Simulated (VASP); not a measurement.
A run of VASP 6.6.1 is set up as follows.

File INCAR:

```
  PREC = Accurate
  ENCUT = 520
  EDIFF = 1E-6
  ISMEAR = 0
  SIGMA = 0.1
  LREAL = F
  LASPH = T
  NELM = 100
  ALGO = Normal
  ISIF = 2
  LWAVE = F
  LCHARG = F
  GGA = PE
  NBANDS = 16
```

KPOINTS

```
Automatic mesh
0
Gamma
  18 18 14
```

The input POSCAR:

```
ZrB2
1.0
    3.1716352898      0.0000000029      0.0000000000
   -1.5858176474      2.7467167310      0.0000000000
    0.0000000000      0.0000000000      3.5407540344
Zr B
1 2
Direct
    0.0000000000      0.0000000000      0.0000000000
    0.3333333333      0.6666666667      0.5000000000
    0.6666666667      0.3333333333      0.5000000000
```

Potentials or basis: VASP PAW PBE potentials, release 64 (Zr_sv, B).

Run with:

```bash
$ cat potpaw_PBE.64/Zr_sv/POTCAR potpaw_PBE.64/B/POTCAR > POTCAR
$ mpirun -np 1 vasp_std > vasp.out
```

(1) Estimate the pressure.

(2) Estimate the band gap on the k mesh.

Results:

(1) 0.2 GPa.

(2) zero (band 9 reaches 11.15 eV, above the bottom of band 10 at 9.98 eV).
